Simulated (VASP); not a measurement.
# LiF in VASP: further runs, part 2 of 2

VASP 6.6.1. The steps go on from the part before.

### 4 Single point, LDA (in-plane strain +0.01, then relaxed in part)

INCAR reads:

```
  PREC = Accurate
  ENCUT = 520
  EDIFF = 1E-7
  ISMEAR = 0
  SIGMA = 0.01
  LREAL = False
  LASPH = True
  NELM = 80
  ALGO = Normal
  ISIF = 2
  LWAVE = False
  LCHARG = True
  GGA = CA
  LELF = True
  LVHAR = True
  NBANDS = 12
```

KPOINTS reads:

```
Automatic mesh
0
Gamma
  10 10 10
```

POSCAR reads:

```
LiF
1.0
    1.9740095325      1.9740095325      0.0000000000
   -1.9740095325      1.9740095325      0.0000000000
    0.0000000000      1.9740095325      1.9426224374
Li F
1 1
Direct
    0.0000000000      0.0000000000      0.0000000000
    0.5000000000      0.5000000000      0.0000000000
```

Started as:

```bash
$ cat potpaw_LDA.64/Li_sv/POTCAR potpaw_LDA.64/F/POTCAR > POTCAR
$ mpirun -np 1 vasp_std > vasp.out
```

It took 48 s on 1 thread of AMD EPYC 7R13, shared host; peak memory 0.1 GiB.

Results (log left out):

```yaml
Free_energy: -10.4991 eV
Band_gap_on_the_k_mesh: 9.54 eV, direct
```

Levels at points of the mesh, in eV from the valence-band top:
```
           k point  band 3  band 4  band 5  band 6  band 7  band 8
(0.00, 0.00, 0.00)   -0.04    0.00    0.00    9.54   24.30   24.30
(0.50, 0.00, 0.00)   -2.83   -0.29   -0.25   10.75   17.28   18.84
(0.50, 0.50, 0.00)   -3.49   -1.21   -1.09   15.03   16.44   18.07
(0.00, 0.00, 0.50)   -3.47   -1.20   -1.20   15.33   16.21   18.08
```

Caveat: the cell differs from its parent crystal (in-plane strain +0.01, then relaxed in part); the cutoff is under 1.25 times the usual one of these potentials, so pressure, stress and relaxed cells hold a basis-set (Pulay) error. A k mesh can miss the band edges.

### 5 Single point, LDA (in-plane strain +0.01)

INCAR reads:

```
ALGO     = Normal         # electronic algorithm
EDIFF    = 1E-6           # SCF threshold, eV
ENCUT    = 520            # plane-wave cutoff, eV
ISIF     = 2              # what is computed and relaxed
ISMEAR   = 0              # smearing method
LASPH    = T              # aspherical terms in the spheres
LCHARG   = F              # write CHGCAR
LREAL    = F              # projectors in reciprocal space
LWAVE    = F              # write WAVECAR
NBANDS   = 12             # bands
NELM     = 100            # most SCF steps
PREC     = Accurate       # precision mode
SIGMA    = 0.01           # smearing width, eV
```

KPOINTS reads:

```
k-points
0
Gamma
  10 10 10
```

POSCAR: that of step 4 with these lines changed.

```diff
@@ -4,3 +4,3 @@
    -1.9740095325      1.9740095325      0.0000000000
-    0.0000000000      1.9740095325      1.9426224374
+    0.0000000000      1.9740095325      1.9427380944
 Li F
```

Started as:

```bash
$ cat potpaw_LDA.64/Li_sv/POTCAR potpaw_LDA.64/F/POTCAR > POTCAR
$ mpirun -np 1 vasp_std > vasp.out
```

Run time: 38 s. Hardware: 1 thread of AMD EPYC 7R13, shared host; peak memory 0.1 GiB.

The run converged. Its results:

```
Free energy            : -10.4991 eV
Band gap on the k mesh : 9.54 eV, direct
```

Levels at points of the mesh, in eV from the valence-band top:
```csv
k point,band 1,band 2,band 3,band 4,band 5,band 6,band 7,band 8,band 9,band 10
"(0.00, 0.00, 0.00)",-39.63,-19.80,-0.04,0.00,0.00,9.54,24.30,24.30,24.60,24.60
"(0.50, 0.00, 0.00)",-39.53,-19.30,-2.83,-0.29,-0.25,10.75,17.28,18.84,19.14,31.24
"(0.50, 0.50, 0.00)",-39.51,-18.95,-3.49,-1.21,-1.09,15.03,16.44,18.07,20.58,20.86
"(0.00, 0.00, 0.50)",-39.50,-18.93,-3.47,-1.20,-1.20,15.33,16.21,18.08,20.49,20.49
```

Caveat: the cell differs from its parent crystal (in-plane strain +0.01); the cutoff is under 1.25 times the usual one of these potentials, so pressure, stress and relaxed cells hold a basis-set (Pulay) error. A k mesh can miss the band edges.

### 6 Single point, LDA (in-plane strain +0.02, then relaxed in part)

INCAR reads:

```
SYSTEM = LiF
PREC = Accurate ; ENCUT = 520
EDIFF = 1E-6 ; ISMEAR = 0
SIGMA = 0.01 ; LREAL = .FALSE.
LASPH = .TRUE. ; NELM = 80
ALGO = Normal ; ISIF = 2
LWAVE = .FALSE. ; LCHARG = .FALSE.
NBANDS = 12
```

KPOINTS reads:

```
regular mesh
0
G
  10 10 10
  0 0 0
```

POSCAR reads:

```
LiF
1.0
    1.9935541814      1.9935541814      0.0000000000
   -1.9935541814      1.9935541814      0.0000000000
    0.0000000000      1.9935541814      1.9310113051
Li F
1 1
Direct
    0.0000000000      0.0000000000      0.0000000000
    0.5000000000      0.5000000000      0.0000000000
```

Potentials or basis: VASP PAW LDA potentials, release 64 (Li_sv, F).

Started as:

```bash
$ cat potpaw_LDA.64/Li_sv/POTCAR potpaw_LDA.64/F/POTCAR > POTCAR
$ mpirun -np 1 vasp_std > vasp.out
```

OUTCAR:

```text
SYSTEM = LiF
   PREC = Accurate
   ENCUT = 520
   EDIFF = 1E-6
   ISMEAR = 0
   LREAL = .FALSE.
   LASPH = .TRUE.
   NELM = 80
   ISIF = 2

 ion  position               nearest neighbor table
   1  0.000  0.000  0.000-   2 1.93   2 1.93   2 1.99   2 1.99   2 1.99   2 1.99
   2  0.500  0.500  0.000-   1 1.93   1 1.93   1 1.99   1 1.99   1 1.99   1 1.99

  LATTYP: Found a body centered tetragonal cell.
 ALAT       =     2.8193113607
 C/A-ratio  =     1.3698460780

  Lattice vectors:

[... 549 lines left out ...]

  FORCE on cell =-STRESS in cart. coord.  units (eV):
  Direction    XX          YY          ZZ          XY          YZ          ZX
  --------------------------------------------------------------------------------------
  -------------------------------------------------------------------------------------
  Total       -0.3219462     -0.3219462     -0.0205039      0.0000000      0.0000000      0.0000000
  in kB      -33.6064757    -33.6064757     -2.1403079      0.0000000      0.0000000      0.0000000
  external PRESSURE =     -23.1177531 kB  Pullay stress =       0.0000000 kB

 VOLUME and BASIS-vectors are now :
 -----------------------------------------------------------------------------
  energy-cutoff  :      520.00
  volume of cell :       15.35
      direct lattice vectors                 reciprocal lattice vectors
     1.993554181  1.993554181  0.000000000     0.250808333  0.250808333 -0.258931679
    -1.993554181  1.993554181  0.000000000    -0.250808333  0.250808333 -0.258931679
     0.000000000  1.993554181  1.931011305     0.000000000  0.000000000  0.517863359

 POSITION                                       TOTAL-FORCE (eV/Angst)
 -----------------------------------------------------------------------------------
      0.00000      0.00000      0.00000        -0.000000      0.000000      0.000000
      0.00000      1.99355      0.00000         0.000000     -0.000000      0.000000
 -----------------------------------------------------------------------------------
    total drift:                                0.000000     -0.000000     -0.000000

  FREE ENERGIE OF THE ION-ELECTRON SYSTEM (eV)
  ---------------------------------------------------
  free  energy   TOTEN  =       -10.4949111158 eV

  energy  without entropy=      -10.4949111158  energy(sigma->0) =      -10.49491112
```

Run time: 40 s. Hardware: 1 thread of AMD EPYC 7R13, shared host; peak memory 0.1 GiB.

What came out:

```yaml
Free_energy: -10.4949 eV
Band_gap_on_the_k_mesh: 9.38 eV, direct
```

Caveat: the cell differs from its parent crystal (in-plane strain +0.02, then relaxed in part); the cutoff is under 1.25 times the usual one of these potentials, so pressure, stress and relaxed cells hold a basis-set (Pulay) error.

### 7 Single point, LDA (in-plane strain +0.02)

INCAR reads:

```
SYSTEM = LiF
ALGO = Normal ; EDIFF = 1E-7
ENCUT = 520 ; GGA = CA
ISIF = 2 ; ISMEAR = 0
LASPH = .True. ; LCHARG = .False.
LREAL = .False. ; LWAVE = .False.
NBANDS = 12 ; NELM = 100
PREC = Accurate ; SIGMA = 0.01
```

KPOINTS reads:

```
k-points
0
Gamma
  10 10 10
  0 0 0
```

POSCAR is that of step 6.

Potentials or basis: VASP PAW LDA potentials, release 64 (Li_sv, F).

Started as:

```bash
$ cat potpaw_LDA.64/Li_sv/POTCAR potpaw_LDA.64/F/POTCAR > POTCAR
$ mpirun -np 1 vasp_std > vasp.out
```

OUTCAR:

```text
SYSTEM = LiF
   EDIFF = 1E-7
   ENCUT = 520
   GGA = CA
   ISIF = 2
   ISMEAR = 0
   LASPH = .True.
   LREAL = .False.
   NELM = 100
   PREC = Accurate

 ion  position               nearest neighbor table
   1  0.000  0.000  0.000-   2 1.93   2 1.93   2 1.99   2 1.99   2 1.99   2 1.99
   2  0.500  0.500  0.000-   1 1.93   1 1.93   1 1.99   1 1.99   1 1.99   1 1.99

  LATTYP: Found a body centered tetragonal cell.
 ALAT       =     2.8193113607
 C/A-ratio  =     1.3698460780

  Lattice vectors:

 A1 = (   1.9935541814,   0.0000000000,  -1.9310113051)
 A2 = (  -1.9935541814,   0.0000000000,  -1.9310113051)
 A3 = (   0.0000000000,   1.9935541814,   1.9310113051)

Analysis of symmetry for initial positions (statically):
=====================================================================
 Subroutine PRICEL returns:
 Original cell was already a primitive cell.

 Routine SETGRP: Setting up the symmetry group for a
 body centered tetragonal supercell.

 Subroutine GETGRP returns: Found 16 space group operations
 (whereof 16 operations were pure point group operations)
 out of a pool of 16 trial point group operations.

The static configuration has the point symmetry D_4h.

[... 174 lines left out ...]
      5      -0.8702      2.00000
      6       8.5138      0.00000
      7      23.1130      0.00000
      8      23.1130      0.00000
      9      23.5413      0.00000
     10      23.5413      0.00000
     11      23.8258      0.00000
     12      23.9150      0.00000
[... 331 lines left out ...]
 k-point    24 :       0.4000    0.3000    0.0000
  band No.  band energies     occupation
      1     -40.4240      2.00000
      2     -19.9269      2.00000
      3      -3.5228      2.00000
      4      -2.6808      2.00000
      5      -1.5682      2.00000
      6      12.7680      0.00000
      7      14.3035      0.00000
      8      18.2547      0.00000
      9      18.8815      0.00000
     10      24.3442      0.00000
     11      32.1270      0.00000
     12      33.5163      0.00000

 [... further k-points ...]

------------------------ aborting loop because EDIFF is reached ----------------------------------------

  FORCE on cell =-STRESS in cart. coord.  units (eV):
  Direction    XX          YY          ZZ          XY          YZ          ZX
  --------------------------------------------------------------------------------------
  -------------------------------------------------------------------------------------
  Total       -0.3253810     -0.3253810     -0.0238704      0.0000000      0.0000000     -0.0000000
  in kB      -33.9650151    -33.9650151     -2.4917243      0.0000000      0.0000000     -0.0000000
  external PRESSURE =     -23.4739182 kB  Pullay stress =       0.0000000 kB

 VOLUME and BASIS-vectors are now :
 -----------------------------------------------------------------------------
  energy-cutoff  :      520.00
  volume of cell :       15.35
      direct lattice vectors                 reciprocal lattice vectors
     1.993554181  1.993554181  0.000000000     0.250808333  0.250808333 -0.258931679
    -1.993554181  1.993554181  0.000000000    -0.250808333  0.250808333 -0.258931679
     0.000000000  1.993554181  1.931011305     0.000000000  0.000000000  0.517863359

 POSITION                                       TOTAL-FORCE (eV/Angst)
 -----------------------------------------------------------------------------------
      0.00000      0.00000      0.00000        -0.000000      0.000000      0.000000
      0.00000      1.99355      0.00000         0.000000     -0.000000      0.000000
 -----------------------------------------------------------------------------------
    total drift:                                0.000000     -0.000000     -0.000000

  FREE ENERGIE OF THE ION-ELECTRON SYSTEM (eV)
  ---------------------------------------------------
  free  energy   TOTEN  =       -10.4949111192 eV

  energy  without entropy=      -10.4949111192  energy(sigma->0) =      -10.49491112
```

OSZICAR:

```text
N       E                     dE             d eps       ncg     rms          rms(c)
DAV:   1     0.291921816625E+02    0.29192E+02   -0.54304E+03  2556   0.849E+02
DAV:   2    -0.996847847849E+01   -0.39161E+02   -0.38360E+02  2916   0.185E+02
DAV:   3    -0.109786013591E+02   -0.10101E+01   -0.10072E+01  3248   0.260E+01
DAV:   4    -0.109884611912E+02   -0.98598E-02   -0.98591E-02  2760   0.263E+00
DAV:   5    -0.109885682363E+02   -0.10705E-03   -0.10704E-03  3176   0.201E-01    0.424E+00
DAV:   6    -0.105107279051E+02    0.47784E+00   -0.22183E+00  2748   0.919E+00    0.131E+00
DAV:   7    -0.105001549059E+02    0.10573E-01   -0.15232E-02  3224   0.106E+00    0.783E-01
DAV:   8    -0.104949253494E+02    0.52296E-02   -0.86015E-03  3412   0.983E-01    0.955E-02
DAV:   9    -0.104948979589E+02    0.27390E-04   -0.66383E-04  2780   0.237E-01    0.366E-02
DAV:  10    -0.104949115685E+02   -0.13610E-04   -0.28382E-05  2844   0.391E-02    0.679E-03
DAV:  11    -0.104949111197E+02    0.44879E-06   -0.13951E-06  3096   0.124E-02    0.120E-03
DAV:  12    -0.104949111192E+02    0.50682E-09   -0.25122E-07  2872   0.374E-03
   1 F= -.10494911E+02 E0= -.10494911E+02  d E =-.245663-111
```

stdout:

```text
POSCAR found type information on POSCAR LiF
 POSCAR found :  2 types and       2 ions
 scaLAPACK will be used
 LDA part: xc-table for (Slater(with rela. corr.)+CA(PZ))
 , standard interpolation
 POSCAR, INCAR and KPOINTS ok, starting setup
 FFT: planning ... GRIDC
 FFT: planning ... GRID_SOFT
 FFT: planning ... GRID
 WAVECAR not read
 entering main loop
```

Wall time 42 s (1 thread of AMD EPYC 7R13, shared host); peak memory 0.1 GiB.

What came out:

```yaml
Free_energy: -10.4949 eV
Band_gap_on_the_k_mesh: 9.38 eV, direct
```

Levels at points of the mesh, in eV from the valence-band top:
```
           k point  band 1  band 2  band 3  band 4  band 5  band 6  band 7  band 8  band 9  band 10
(0.00, 0.00, 0.00)  -39.66  -19.77   -0.09    0.00    0.00    9.38   23.98   23.98   24.41    24.41
(0.50, 0.00, 0.00)  -39.57  -19.28   -2.80   -0.32   -0.25   10.67   17.09   18.57   19.19    30.92
(0.50, 0.50, 0.00)  -39.55  -18.95   -3.44   -1.23   -1.01   14.78   16.45   17.87   20.36    20.91
(0.00, 0.00, 0.50)  -39.54  -18.91   -3.40   -1.23   -1.23   15.39   15.99   17.91   20.16    20.16
```

Caveat: the cell differs from its parent crystal (in-plane strain +0.02); the cutoff is under 1.25 times the usual one of these potentials, so pressure, stress and relaxed cells hold a basis-set (Pulay) error. A k mesh can miss the band edges.

### 8 Summary

```tsv
cell	k mesh	smearing	gap on the mesh (eV)
a = 2.764 Å, angles 60.0, 60.0, 90.0°, 2 atoms	14 × 14 × 14	fermi-dirac 0.1 eV	9.69
a = 2.778, b = 2.778, c = 2.767 Å, angles 59.9, 59.9, 90.0°, 2 atoms	10 × 10 × 10	gaussian 0.01 eV	9.61
a = 2.792, b = 2.792, c = 2.770 Å, angles 59.7, 59.7, 90.0°, 2 atoms	10 × 10 × 10	gaussian 0.01 eV	9.54
a = 2.819, b = 2.819, c = 2.775 Å, angles 59.5, 59.5, 90.0°, 2 atoms	10 × 10 × 10	gaussian 0.01 eV	9.38
```

Alike in all rows: task single point; level LDA; potentials or basis VASP PAW LDA potentials, release 64 (Li_sv, F); no spin polarisation; cutoff (eV) 520.

Caveats: the cutoff is under 1.25 times the usual one of these potentials, so pressure, stress and relaxed cells hold a basis-set (Pulay) error.

Absolute energies hang on the potentials; compare differences alone.
